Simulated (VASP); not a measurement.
The system is TiO.

```
CELL_PARAMETERS angstrom
4.98909 0.00000 0.00000
-2.49454 4.32068 0.00000
0.00000 0.00000 2.87331
ATOMIC_POSITIONS crystal
Ti 0.66667 0.33333 0.50000
Ti 0.33333 0.66667 0.50000
Ti 0.00000 0.00000 0.00000
O 0.60556 0.60556 0.00000
O 0.39444 0.00000 0.00000
O 0.00000 0.39444 0.00000
```

Base run:

* Program: VASP 6.6.1
* Functional: r2SCAN
* Potentials or basis: VASP PAW PBE potentials, release 64 (Ti_sv, O)
* Cutoff: 520 eV
* k mesh: 12 × 12 × 12
* Occupations: gaussian, width 0.01 eV
* Spin: no spin polarisation

Its results: band gap on the k mesh zero (bands 27 and 28 overlap by 1.33 eV); pressure 0.1 GPa; largest force 0.007 eV/Å.

Task: The run is repeated on the same cell with these changes: occupations from gaussian, width 0.01 eV to fermi-dirac, width 0.3 eV. What comes out?

Result: Band gap on the k mesh zero (bands 27 and 28 overlap by 1.33 eV); pressure 1.5 GPa; largest force 0.027 eV/Å.

Caveats: the PAW data sets were made with another functional, which shifts forces and pressure a little; semilocal functionals often make such compounds metallic where correlation or magnetic order opens a gap, which also shifts bond lengths; so wide a smearing shifts energies and pressures (at least some runs).
